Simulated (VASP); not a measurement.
Here is a VASP 6.6.1 calculation.

File INCAR:

```
  PREC = Accurate
  ENCUT = 520
  EDIFF = 1E-6
  ISMEAR = 0
  SIGMA = 0.02
  LREAL = False
  LASPH = True
  NELM = 100
  ALGO = Normal
  ISIF = 2
  LWAVE = False
  LCHARG = False
  GGA = PE
  NBANDS = 11
```

KPOINTS

```
Automatic mesh
0
Gamma
  10 10 10
```

File POSCAR:

```
NaH
1.0
    2.9551240000      0.0000000000      0.0000000000
    0.0000000000      2.9551240000      0.0000000000
    0.0000000000      0.0000000000      2.9551240000
Na H
1 1
Direct
    0.0000000000      0.0761389370      0.0000000000
    0.5000000000      0.5000000000      0.5000000000
```

Potentials or basis: VASP PAW PBE potentials, release 64 (Na_pv, H).

Run with:

```sh
$ cat potpaw_PBE.64/Na_pv/POTCAR potpaw_PBE.64/H/POTCAR > POTCAR
$ mpirun -np 1 vasp_std > vasp.out
```

Predict the largest force.

0.095 eV/Å.

Predict the band gap on the k mesh.

1.05 eV, indirect (least direct gap 4.41 eV).

What does it give for the pressure?

0.6 GPa.

Forces in eV/Å, atoms in the order of the input:
```
Na   0.000 -0.095  0.000
H    0.000  0.095  0.000
```

Caveat: the cell differs from its parent crystal (one atom moved). A k mesh can miss the band edges.
